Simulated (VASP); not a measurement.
# GaN: relaxation of cell and atoms with PBE

The system is GaN.

```
CELL_PARAMETERS angstrom
0.00000 2.25350 2.25350
2.25350 0.00000 2.25350
2.25350 2.25350 0.00000
ATOMIC_POSITIONS crystal
Ga 0.00000 0.00000 0.00000
N 0.75000 0.75000 0.75000
```

```yaml
Program: VASP 6.6.1
Task: relaxation of cell and atoms
Functional: PBE
Potentials_or_basis: VASP PAW PBE potentials, release 64 (Ga_d, N)
Cutoff: 600 eV
k_mesh: 8 × 8 × 8
Occupations: gaussian, width 0.01 eV
Spin: no spin polarisation
Dipole_correction: no
Further_INCAR_settings: ALGO = Normal; EDIFF = 1e-06; IBRION = 2; EDIFFG = -0.01; NSW = 80; ISIF = 3
```

```
Relaxed volume                         : 11.76 Å³/atom
Relaxed cell                           : a = 3.216 Å, b = 3.216 Å, c = 3.216 Å, α = 60.00°, β = 60.00°, γ = 60.00°
Space group after relaxing (to 0.05 Å) : F-43m (No. 216)
Energy gained by relaxing              : 4.7 meV/atom
Ionic steps                            : 3
Pressure after relaxing                : -0.1 GPa
Band gap on the k mesh                 : 1.55 eV, direct
```

Step by step:
| step | energy change (eV) | largest force (eV/Å) | pressure (GPa) | volume (Å³) |
| --- | --- | --- | --- | --- |
| 1 | 0.0000 | 0.0000 | 4.91 | 22.89 |
| 2 | -0.0029 | 0.0000 | -3.73 | 24.07 |
| 3 | -0.0094 | 0.0000 | -0.09 | 23.52 |

Final structure:
```
CELL_PARAMETERS angstrom
0.00000 2.27407 2.27407
2.27407 0.00000 2.27407
2.27407 2.27407 0.00000
ATOMIC_POSITIONS crystal
Ga 0.00000 0.00000 0.00000
N 0.75000 0.75000 0.75000
```

Levels at points of the mesh, in eV from the valence-band top:
```csv
k point,band 7,band 8,band 9,band 10,band 11,band 12
"(0.00, 0.00, 0.00)",0.00,0.00,0.00,1.55,10.13,10.13
"(0.50, 0.00, 0.00)",-6.86,-0.93,-0.93,4.45,8.59,10.22
"(0.50, 0.50, 0.00)",-6.01,-2.61,-2.61,3.34,6.50,11.52
```

Run time: 89 s on 1 thread of AMD EPYC 7R13, on a shared host, peak memory 0.14 GiB.

As with any semilocal functional, this PBE gap is likely too small.
